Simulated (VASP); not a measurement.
# C: relaxation of shape and atoms at fixed volume with PBE

The system is C.

```
CELL_PARAMETERS angstrom
5.56061 0.00000 0.00000
-2.78031 4.81563 0.00000
0.00000 0.00000 1.18259
ATOMIC_POSITIONS crystal
C 0.00000 0.00000 0.00000
C 0.33333 0.66667 0.50000
C 0.66667 0.33333 0.50000
```

| Property | Result |
| --- | --- |
| Program | VASP 6.6.1 |
| Task | relaxation of shape and atoms at fixed volume |
| Functional | PBE |
| Potentials or basis | VASP PAW PBE potentials, release 64 (C) |
| Cutoff | 600 eV |
| k mesh | 12 × 12 × 16 |
| Occupations | fermi-dirac, width 0.05 eV |
| Spin | no spin polarisation |
| Dipole correction | no |
| Further INCAR settings | ALGO = Normal; EDIFF = 1e-06; IBRION = 2; EDIFFG = -0.005; NSW = 50; ISIF = 4 |

| Item | Value |
| --- | --- |
| Pressure after relaxing | 7.9 GPa |
| Band gap on the k mesh | zero (bands 6 and 7 overlap by 15.58 eV) |

Stress tensor (GPa, compression positive):
```
7.84 0.00 0.00
0.00 7.84 0.00
0.00 0.00 7.95
```

Final structure:
```cif
data_structure
_symmetry_space_group_name_H-M 'P 1'
_symmetry_Int_Tables_number 1
_cell_length_a 5.3532
_cell_length_b 5.3532
_cell_length_c 1.2760
_cell_angle_alpha 90.000
_cell_angle_beta 90.000
_cell_angle_gamma 120.000
_cell_volume 31.67
loop_
_atom_site_label
_atom_site_type_symbol
_atom_site_fract_x
_atom_site_fract_y
_atom_site_fract_z
_atom_site_occupancy
C1 C 0.00000 0.00000 0.00000 1
C2 C 0.33333 0.66667 0.50000 1
C3 C 0.66667 0.33333 0.50000 1
```

Levels at points of the mesh, in eV from the Fermi level:
```tsv
k point	band 3	band 4	band 5	band 6	band 7	band 8	band 9	band 10
(0.00, 0.00, 0.00)	-16.09	-6.35	-6.35	-6.35	-6.35	-3.89	-3.89	6.47
(0.50, 0.00, 0.00)	-16.23	-7.27	-5.93	-5.93	-4.60	-4.59	-4.59	8.02
(0.00, 0.00, 0.50)	-9.17	8.05	8.60	9.22	10.78	10.78	11.11	11.11
(0.50, 0.00, 0.50)	-9.20	8.33	8.58	8.72	10.66	11.04	11.10	11.12
```

Wall time 4.7 min on 1 thread of Intel Xeon 8259CL, with other jobs on the host, peak memory 0.19 GiB.
